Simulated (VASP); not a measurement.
# CdSe (Fm-3m) in VASP: density of states with PBEsol

Aim: the density of states of CdSe with PBEsol.

Program: VASP 6.6.1. These are calculated values, not measurements. Logs are shortened: lines on timing, memory, paths and dates and some standing lists are left out, and cuts for length are marked.

## Step 1: The cell of the first run

Symmetry: Fm-3m, No. 225, cubic system. Conventional cell: a = 5.748 Å, b = 5.748 Å, c = 5.748 Å, α = 90.00°, β = 90.00°, γ = 90.00°. Cd (site symmetry m-3m) has 6 Se at 2.87 Å within 3.8 Å. Se (site symmetry m-3m) has 6 Cd at 2.87 Å within 3.8 Å.

## Step 2: Density of states, PBEsol

POSCAR

```
CdSe
1.0
    0.0000000000      2.8739580000      2.8739580000
    2.8739580000      0.0000000000      2.8739580000
    2.8739580000      2.8739580000      0.0000000000
Cd Se
1 1
Direct
    0.0000000000      0.0000000000      0.0000000000
    0.5000000000      0.5000000000      0.5000000000
```

INCAR.step1

```
PREC = Accurate ; ENCUT = 520
EDIFF = 1E-6 ; ISMEAR = -1
SIGMA = 0.05 ; LREAL = False
LASPH = True ; NELM = 60
ALGO = Normal ; ISIF = 2
LWAVE = False ; LCHARG = True
GGA = PS ; NBANDS = 16
```

KPOINTS.step1

```
Automatic mesh
0
Gamma
  4 4 4
```

INCAR.step2

```
PREC = Accurate ; ENCUT = 520
EDIFF = 1E-6 ; ISMEAR = -5
SIGMA = 0.05 ; LREAL = False
LASPH = True ; NELM = 60
ALGO = Normal ; ISIF = 2
LWAVE = False ; LCHARG = False
GGA = PS ; LORBIT = 11
NBANDS = 16 ; NEDOS = 2001
ICHARG = 11
```

KPOINTS.step2

```
Automatic mesh
0
Gamma
  6 6 6
```

Potentials or basis: VASP PAW PBE potentials, release 64 (Cd, Se).

On the command line:

```
cat potpaw_PBE.64/Cd/POTCAR potpaw_PBE.64/Se/POTCAR > POTCAR
cp INCAR.step1 INCAR
cp KPOINTS.step1 KPOINTS
mpirun -np 1 vasp_std > vasp.out
cp INCAR.step2 INCAR
cp KPOINTS.step2 KPOINTS
mpirun -np 1 vasp_std > vasp.out
```

OUTCAR:

```text
PREC = Accurate
   ENCUT = 520
   EDIFF = 1E-6
   ISMEAR = -5
   LREAL = False
   LASPH = True
   NELM = 60
   ISIF = 2
   GGA = PS
   LORBIT = 11
   ICHARG = 11

 ion  position               nearest neighbor table
   1  0.000  0.000  0.000-   2 2.87   2 2.87   2 2.87   2 2.87   2 2.87   2 2.87
   2  0.500  0.500  0.500-   1 2.87   1 2.87   1 2.87   1 2.87   1 2.87   1 2.87

  LATTYP: Found a face centered cubic cell.
 ALAT       =     5.7479160000

  Lattice vectors:

 A1 = (   0.0000000000,   2.8739580000,   2.8739580000)
 A2 = (   2.8739580000,   0.0000000000,   2.8739580000)
 A3 = (   2.8739580000,   2.8739580000,   0.0000000000)

Analysis of symmetry for initial positions (statically):
=====================================================================
 Subroutine PRICEL returns:
 Original cell was already a primitive cell.

 Routine SETGRP: Setting up the symmetry group for a
 face centered cubic supercell.

 Subroutine GETGRP returns: Found 48 space group operations
 (whereof 48 operations were pure point group operations)
 out of a pool of 48 trial point group operations.

The static configuration has the point symmetry O_h .

Analysis of symmetry for dynamics (positions and initial velocities):
=====================================================================
 Subroutine PRICEL returns:
 Original cell was already a primitive cell.

 Routine SETGRP: Setting up the symmetry group for a
 face centered cubic supercell.

 Subroutine GETGRP returns: Found 48 space group operations
 (whereof 48 operations were pure point group operations)
 out of a pool of 48 trial point group operations.

The dynamic configuration has the point symmetry O_h .

 Subroutine INISYM returns: Found 48 space group operations
 (whereof 48 operations are pure point group operations),
 and found     1 'primitive' translations

----------------------------------------------------------------------------------------

                                     Primitive cell

  volume of cell :      47.4757

  direct lattice vectors                    reciprocal lattice vectors
     0.000000000  2.873958000  2.873958000    -0.173976098  0.173976098  0.173976098
     2.873958000  0.000000000  2.873958000     0.173976098 -0.173976098  0.173976098
     2.873958000  2.873958000  0.000000000     0.173976098  0.173976098 -0.173976098

  length of vectors
     4.064390381  4.064390381  4.064390381     0.301335442  0.301335442  0.301335442

  position of ions in fractional coordinates (direct lattice)
     0.000000000  0.000000000  0.000000000
     0.500000000  0.500000000  0.500000000

  ion indices of the primitive-cell ions
   primitive index   ion index
                 1           1
                 2           2

----------------------------------------------------------------------------------------

 KPOINTS: Automatic mesh

Automatic generation of k-mesh.
 Grid dimensions read from file:
 generate k-points for:    6    6    6

 Generating k-lattice:

  Cartesian coordinates                     Fractional coordinates (reciprocal lattice)
    -0.028996016  0.028996016  0.028996016     0.166666667  0.000000000  0.000000000
     0.028996016 -0.028996016  0.028996016     0.000000000  0.166666667  0.000000000
     0.028996016  0.028996016 -0.028996016     0.000000000  0.000000000  0.166666667

  Length of vectors
     0.050222574  0.050222574  0.050222574

  Shift w.r.t. Gamma in fractional coordinates (k-lattice)
     0.000000000  0.000000000  0.000000000

 TETIRR: Found     35 inequivalent tetrahedra from     1296

 Subroutine IBZKPT returns following result:
 ===========================================

 Found     16 irreducible k-points:

 Following reciprocal coordinates:
            Coordinates               Weight
  0.000000  0.000000  0.000000      1.000000
  0.166667  0.000000  0.000000      8.000000
  0.333333  0.000000  0.000000      8.000000
  0.500000  0.000000  0.000000      4.000000
  0.166667  0.166667  0.000000      6.000000
  0.333333  0.166667  0.000000     24.000000
[... 8 lines left out ...]
 -0.333333  0.333333  0.166667     24.000000
 -0.333333  0.500000  0.166667     12.000000
   k-points           NKPTS =     16   k-points in BZ     NKDIM =     16   number of bands    NBANDS=     16
   number of dos      NEDOS =   2001   number of ions     NIONS =      2
   total plane-waves  NPLWV =  27000
   dimension x,y,z NGX =    30 NGY =   30 NGZ =   30
   dimension x,y,z NGXF=    60 NGYF=   60 NGZF=   60
   ions per type =               1   1
   NGX,Y,Z   is equivalent  to a cutoff of  12.27, 12.27, 12.27 a.u.
   NGXF,Y,Z  is equivalent  to a cutoff of  24.54, 24.54, 24.54 a.u.
 SYSTEM =  unknown system
   PREC   = accura    normal or accurate (medium, high low for compatibility)
   ISTART =      0    job   : 0-new  1-cont  2-samecut
   ICHARG =     11    charge: 1-file 2-atom 10-const
   ISPIN  =      1    spin polarized calculation?
   LNONCOLLINEAR =      F non collinear calculations
   LSORBIT =      F    spin-orbit coupling
   LASPH  =      T    aspherical Exc in radial PAW
   ENCUT  =  520.0 eV  38.22 Ry    6.18 a.u.   7.56  7.56  7.56*2*pi/ulx,y,z
   NELM   =     60;   NELMIN=  2; NELMDL=  0     # of ELM steps
   EDIFF  = 0.1E-05   stopping-criterion for ELM
   LREAL  =      F    real-space projection
   EDIFFG = 0.1E-04   stopping-criterion for IOM
   NSW    =      0    number of steps for IOM
   IBRION =     -1    ionic relax: 0-MD 1-quasi-New 2-CG
   NFREE  =      0    steps in history (QN), initial steepest desc. (CG)
   ISIF   =      2    stress and relaxation
   ISYM   =      2    0-nonsym 1-usesym 2-fastsym
   POTIM  = 0.5000    time-step for ionic-motion
   TEBEG  =    0.0;   TEEND  =   0.0 temperature during run
   PSTRESS=    0.0 pullay stress
   NELECT =      18.0000    total number of electrons
   NUPDOWN=      -1.0000    fix difference up-down
   EMIN   =  10.00;   EMAX   =-10.00  energy-range for DOS
   EFERMI =   0.00;   METHOD = LEGACY
   ISMEAR =    -5;   SIGMA  =   0.05  broadening in eV -4-tet -1-fermi 0-gaus
   EFERMI_NEDOS =   21; number of points for ismear=-14 and -15
   IALGO  =     38    algorithm
   IMIX   =      4    mixing-type and parameters
     AMIX     =   0.40;   BMIX     =  1.00
     AMIX_MAG =   1.60;   BMIX_MAG =  1.00
  volume/ion in A,a.u.               =      23.74       160.19
  Fermi-wavevector in a.u.,A,eV,Ry     =   1.184882  2.239103 19.101849  1.403946
  Thomas-Fermi vector in A             =   2.321088
   LORBIT       =     11    0 simple, 1 ext, 2 COOP (PROOUT), +10 PAW based schemes
   GGA     = PS    functional components
   LHFCALC =     F    Hartree Fock is set to
   AEXX    =    0.0000 exact exchange contribution
   IVDW    =     0    specifies the selected vdW correction
   LEPSILON=     F    determine dielectric tensor
   LRPA    =     F    only Hartree local field effects (RPA)
 non-spin polarized calculation
 Fermi weights with tetrahedron method with Bloechl corrections
  energy-cutoff  :      520.00
  volume of cell :       47.48
 maximum number of plane-waves:      1303

 number of electron      18.0000008 magnetization

 Free energy of the ion-electron system (eV)
  ---------------------------------------------------
  ext. energy  EPLUGINS =         0.00000000
  ---------------------------------------------------
  free energy    TOTEN  =        -5.95162007 eV

  energy without entropy =       -5.95162007  energy(sigma->0) =       -5.95162007

 E-fermi :   2.0330     XC(G=0): -10.1827

 val. band max:        2.0869876621   @ k =  -0.1667   0.1667   0.0000
 cond. band min:       1.6040109955   @ k =   0.5000   0.5000   0.0000
 fundamental gap:     -0.4829766666
 Fermi energy:         2.0330294627

 k-point     1 :       0.0000    0.0000    0.0000
  band No.  band energies     occupation
      1     -10.7905      2.00000
      2      -5.7214      2.00000
      3      -5.7214      2.00000
      4      -5.6985      2.00000
      5      -5.6985      2.00000
      6      -5.6985      2.00000
[... 8 lines left out ...]
     15      11.8049      0.00000
     16      11.8049      0.00000

 k-point     2 :       0.1667    0.0000    0.0000
  band No.  band energies     occupation
      1     -10.5970      2.00000
      2      -5.7767      2.00000
      3      -5.7767      2.00000
      4      -5.7163      2.00000
      5      -5.6660      2.00000
      6      -5.6660      2.00000
[... 8 lines left out ...]
     15      11.6303      0.00000
     16      11.6303      0.00000

 k-point     3 :       0.3333    0.0000    0.0000
  band No.  band energies     occupation
      1     -10.1476      2.00000
      2      -5.8883      2.00000
      3      -5.8883      2.00000
      4      -5.7857      2.00000
      5      -5.5951      2.00000
      6      -5.5951      2.00000
[... 8 lines left out ...]
     15      13.1821      0.00000
     16      13.1821      0.00000

 k-point     4 :       0.5000    0.0000    0.0000
  band No.  band energies     occupation
      1      -9.8774      2.00000
      2      -5.9424      2.00000
      3      -5.9424      2.00000
      4      -5.8552      2.00000
      5      -5.5590      2.00000
      6      -5.5590      2.00000
[... 8 lines left out ...]
     15      14.9558      0.00000
     16      14.9558      0.00000
[... 172 lines left out ...]
 k-point    14 :       0.5000    0.3333    0.1667
  band No.  band energies     occupation
      1     -10.0034      2.00000
      2      -5.8141      2.00000
      3      -5.7417      2.00000
      4      -5.7274      2.00000
      5      -5.5656      2.00000
      6      -5.4874      2.00000
[... 8 lines left out ...]
     15      15.2990      0.00000
     16      15.8731      0.00000

 k-point    15 :      -0.3333    0.3333    0.1667
  band No.  band energies     occupation
      1      -9.8889      2.00000
      2      -5.8533      2.00000
      3      -5.7148      2.00000
      4      -5.6974      2.00000
      5      -5.5333      2.00000
      6      -5.3702      2.00000
[... 8 lines left out ...]
     15      13.6390      0.00000
     16      16.4099      0.00000

 k-point    16 :      -0.3333    0.5000    0.1667
  band No.  band energies     occupation
      1      -9.9213      2.00000
      2      -5.7698      2.00000
      3      -5.7551      2.00000
      4      -5.6096      2.00000
      5      -5.5069      2.00000
      6      -5.1538      2.00000
[... 8 lines left out ...]
     15      15.0282      0.00000
     16      16.9918      0.00000

------------------------ aborting loop because EDIFF is reached ----------------------------------------

  FORCE on cell =-STRESS in cart. coord.  units (eV):
  Direction    XX          YY          ZZ          XY          YZ          ZX
  --------------------------------------------------------------------------------------
  -------------------------------------------------------------------------------------
  Total       -1.1582300     -1.1582300     -1.1582300      0.0000000      0.0000000      0.0000000
  in kB      -39.0871626    -39.0871626    -39.0871626      0.0000000      0.0000000      0.0000000
  external PRESSURE =     -39.0871626 kB  Pullay stress =       0.0000000 kB

 VOLUME and BASIS-vectors are now :
 -----------------------------------------------------------------------------
  energy-cutoff  :      520.00
  volume of cell :       47.48
      direct lattice vectors                 reciprocal lattice vectors
     0.000000000  2.873958000  2.873958000    -0.173976098  0.173976098  0.173976098
     2.873958000  0.000000000  2.873958000     0.173976098 -0.173976098  0.173976098
     2.873958000  2.873958000  0.000000000     0.173976098  0.173976098 -0.173976098

 POSITION                                       TOTAL-FORCE (eV/Angst)
 -----------------------------------------------------------------------------------
      0.00000      0.00000      0.00000         0.000000      0.000000      0.000000
      2.87396      2.87396      2.87396        -0.000000     -0.000000     -0.000000
 -----------------------------------------------------------------------------------
    total drift:                               -0.000000      0.000000      0.000000

  FREE ENERGIE OF THE ION-ELECTRON SYSTEM (eV)
  ---------------------------------------------------
  free  energy   TOTEN  =        -5.9516200685 eV

  energy  without entropy=       -5.9516200685  energy(sigma->0) =       -5.95162007

 total charge

# of ion       s       p       d       tot
------------------------------------------
    1        0.393   0.231   9.562  10.186
    2        1.463   2.339   0.017   3.819
--------------------------------------------------
tot          1.856   2.570   9.580  14.005
```

Wall time 21 s (1 thread of AMD EPYC 7R43 (Zen 3), shared host); peak memory 0.13 GiB.

Results:

```
Valence electrons inside the program's atomic spheres : Cd 10.19; Se 3.82
```

Levels at points of the mesh, in eV from the Fermi level:
```csv
k point,band 5,band 6,band 7,band 8,band 9,band 10,band 11,band 12,band 13,band 14
"(0.00, 0.00, 0.00)",-7.73,-7.73,-0.52,-0.52,-0.52,0.07,8.68,8.68,8.68,9.77
"(0.50, 0.00, 0.00)",-7.59,-7.59,-4.87,0.05,0.05,3.00,5.29,5.29,5.96,11.17
"(0.50, 0.50, 0.00)",-7.54,-7.08,-4.03,-1.98,-1.98,-0.43,5.46,9.70,10.31,10.31
```

Caveat: the k points lie up to 0.47 Å⁻¹ apart; the PAW data sets were made with another functional, which shifts forces and pressure a little; tetrahedron occupations give inexact forces and stress in metals.
